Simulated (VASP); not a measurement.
**Al2Cu: single point with r2SCAN**

Al2Cu:

```
CELL_PARAMETERS angstrom
4.10518 0.00000 0.00000
0.00000 4.10518 0.00000
0.00000 0.00000 2.89131
ATOMIC_POSITIONS crystal
Al 0.50000 0.00000 0.50000
Al 0.00000 0.50000 0.50000
Cu 0.00000 0.00000 0.00000
```

```json
{
  "Program": "VASP 6.6.1",
  "Task": "single point",
  "Functional": "r2SCAN",
  "Potentials or basis": "VASP PAW PBE potentials, release 64 (Al, Cu)",
  "Cutoff": "520 eV",
  "k mesh": "10 × 10 × 14",
  "Occupations": "gaussian, width 0.1 eV",
  "Spin": "no spin polarisation"
}
```

```
Pressure : -2.2 GPa
```

Stress tensor (GPa, compression positive):
```
-1.92  0.00  0.00
 0.00 -1.92  0.00
 0.00  0.00 -2.88
```

Levels at points of the mesh, in eV from the Fermi level:
```
           k point  band 7  band 8  band 9  band 10  band 11  band 12
(0.00, 0.00, 0.00)   -2.52   -2.52    0.10     1.09     6.42     6.69
(0.50, 0.00, 0.00)   -4.14   -1.13    1.67     1.99     2.18     7.88
(0.50, 0.50, 0.00)   -4.17   -4.17   -2.50     8.99     8.99     9.83
(0.00, 0.00, 0.50)   -3.10    2.68    2.68     2.68     2.89     2.89
(0.50, 0.00, 0.50)   -3.20   -2.56   -1.73     3.93     4.19     4.58
(0.50, 0.50, 0.50)   -2.40   -2.40   -0.97    -0.83     0.10     0.10
```

Run time: 3.5 min on 1 thread of Intel(R) Xeon(R) 6975P-C (Granite Rapids), with other jobs on the host, peak memory 0.26 GiB.

Caveat: the PAW data sets were made with another functional, which shifts forces and pressure a little.
